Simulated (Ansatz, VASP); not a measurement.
One calculation of Ca3P, two programs

INCAR

```
PREC = Accurate
ENCUT = 600
EDIFF = 1E-7
ISMEAR = 0
SIGMA = 0.1
LREAL = F
LASPH = T
NELM = 100
ALGO = Normal
ISIF = 3
LWAVE = F
LCHARG = F
GGA = PE
IBRION = 2
NSW = 100
EDIFFG = -0.01
```

The input KPOINTS:

```
regular mesh
0
Gamma
  10 10 10
```

Contents of POSCAR:

```
Ca3P
1.0
    4.7621792116      0.0000000000      0.0000000000
    0.0000000000      4.7621792116      0.0000000000
    0.0000000000      0.0000000000      4.7621792116
Ca P
3 1
Direct
    0.0000000000      0.5000000000      0.5000000000
    0.5000000000      0.0000000000      0.5000000000
    0.5000000000      0.5000000000      0.0000000000
    0.0000000000      0.0000000000      0.0000000000
```

Input for Ansatz:

```yaml
crystal:
  lattice:
    - [4.7621792116, 0.0, 0.0]
    - [0.0, 4.7621792116, 0.0]
    - [0.0, 0.0, 4.7621792116]
  atoms:
    - { symbol: Ca, position: [0.0, 0.5, 0.5] }
    - { symbol: Ca, position: [0.5, 0.0, 0.5] }
    - { symbol: Ca, position: [0.5, 0.5, 0.0] }
    - { symbol: P, position: [0.0, 0.0, 0.0] }
basis:
  ecutwfc: 420
kpoints:
  mp_grid: { grid: [10, 10, 10] }
hamiltonian:
  xc: pbe
scf:
  occupations: { method: gaussian, width: 0.1 }
output:
  forces: true
  stress: true
  eigenvalues: true
relax:
  adjacent_minimum: "off"
  f_tol: 0.01
  max_steps: 80
  cell: { stress_tol: 0.05 }
```

Alike in both runs: task relaxation of cell and atoms; functional PBE; k mesh 10 × 10 × 10; occupations gaussian, width 0.1 eV; no spin polarisation.

```csv
,VASP,Ansatz
version,VASP 6.6.1,Ansatz 0.2.0
potentials or method,"VASP PAW PBE potentials, release 64 (Ca_sv, P), cutoff 600 eV","scalar-relativistic, plane waves, PAW"
valence electrons in the cell,35,35
```

|  | VASP | Ansatz | Ansatz less VASP |
| --- | --- | --- | --- |
| gap on the k mesh at the Fermi level, each at its own relaxed structure (eV) | none | none | - |
| relaxed volume (Å³/atom) | 27.08 | 27.00 | -0.082 |
| relaxed length of the cell vector where the two differ most in proportion (Å) | 4.767 | 4.762 | -0.0048 |

A gap of «none» marks a metal or a gap that the smearing closes.
